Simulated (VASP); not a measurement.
Runs of VASP 6.6.1 on Sc. The structure is that of space group P6/mmm (No. 191), or close to it. The cells are those of the table. This isn't the form of Sc at room conditions, which is hcp.

```tsv
cell	further INCAR settings	gap on the mesh (eV)	pressure (GPa)
a = 4.908, b = 4.908, c = 3.098 Å, angles 90.0, 90.0, 60.0°, 3 atoms	ALGO = Fast; EDIFF = 1e-06; NBANDS = 24	none	8.4
a = 4.964, b = 4.964, c = 3.133 Å, angles 90.0, 90.0, 60.0°, 3 atoms	ALGO = Fast; EDIFF = 1e-07; NBANDS = 24	none	(a)
a = 5.017, b = 5.017, c = 3.167 Å, angles 90.0, 90.0, 60.0°, 3 atoms	ALGO = Fast; EDIFF = 1e-06; NBANDS = 24	none	3.7
a = 5.070, b = 5.070, c = 3.200 Å, angles 90.0, 90.0, 60.0°, 3 atoms	ALGO = Fast; EDIFF = 1e-06; NBANDS = 24	none	1.8
```

Alike in all rows: task single point; level PBE; potentials or basis VASP PAW PBE potentials, release 64 (Sc_sv); no spin polarisation; k mesh 10 × 10 × 14; cutoff (eV) 520; smearing gaussian 0.1 eV.

Fill in the values left out.

(a) 5.9.

Caveats: the cell stands under pressure (at least some runs).

A gap of «none» marks levels without a gap at the run's occupations.
